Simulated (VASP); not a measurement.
Here is a VASP 6.6.1 calculation.

The input INCAR:

```
  PREC = Accurate
  ENCUT = 520
  EDIFF = 1E-7
  ISMEAR = 0
  SIGMA = 0.05
  LREAL = F
  LASPH = T
  NELM = 60
  ALGO = Normal
  ISIF = 2
  LWAVE = F
  LCHARG = F
  GGA = PS
  NBANDS = 16
```

File KPOINTS:

```
Automatic mesh
0
Gamma
  9 9 6
```

Contents of POSCAR:

```
MgO
1.0
    3.4947663863      0.0000000000      0.0000000000
   -1.7473831932      3.0265564708      0.0000000000
    0.0000000000      0.0000000000      4.1947132299
Mg O
2 2
Direct
    0.6787596180      0.3575192359      0.7500000000
    0.3212403820      0.6424807641      0.2500000000
    0.6577627629      0.3155255259      0.2500000000
    0.3422372371      0.6844744741      0.7500000000
```

Potentials or basis: VASP PAW PBE potentials, release 64 (Mg, O).

Command:

```console
$ cat potpaw_PBE.64/Mg/POTCAR potpaw_PBE.64/O/POTCAR > POTCAR
$ mpirun -np 1 vasp_std > vasp.out
```

Predict the largest force.

0.502 eV/Å.

Predict the band gap on the k mesh.

3.23 eV, direct.

What does it give for the pressure?

-0.4 GPa.

Forces in eV/Å, atoms in the order of the input:
```
Mg   0.000 -0.502  0.000
Mg   0.000  0.502  0.000
O    0.000  0.279  0.000
O    0.000 -0.279  0.000
```

Caveat: the cell differs from its parent crystal (mode 5 frozen in at +0.073 Å, strain +e along z and -e/2 along x and y +0.0000); the PAW data sets were made with another functional, which shifts forces and pressure a little.
